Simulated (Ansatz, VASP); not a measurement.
# RbCl in VASP and in Ansatz

```xyz
2
Lattice="0.0000 3.2740 3.2740 3.2740 0.0000 3.2740 3.2740 3.2740 0.0000" Properties=species:S:1:pos:R:3 pbc="T T T"
Rb    0.0000    0.0000    0.0000
Cl    3.2740    3.2740    3.2740
```

Alike in both runs: task relaxation of cell and atoms; functional LDA; k mesh 6 × 6 × 6; occupations gaussian, width 0.02 eV; no spin polarisation.

|  | VASP | Ansatz |
| --- | --- | --- |
| version | VASP 6.6.1 | Ansatz 0.2.0 |
| potentials or method | VASP PAW LDA potentials, release 64 (Rb_sv, Cl), cutoff 500 eV | scalar-relativistic, plane waves, PAW |
| valence electrons in the cell | 16 | 16 |

|  | VASP | Ansatz | Ansatz less VASP |
| --- | --- | --- | --- |
| gap on the k mesh at the Fermi level, each at its own relaxed structure (eV) | 4.85 | 4.85 | +0.001 |
| relaxed volume (Å³/atom) | 32.50 | 32.42 | -0.080 |
| relaxed length of the cell vector where the two differ most in proportion (Å) | 4.513 | 4.509 | -0.0037 |

LDA's correlation is that of Perdew and Zunger in VASP and of Perdew and Wang (1992) in Ansatz.
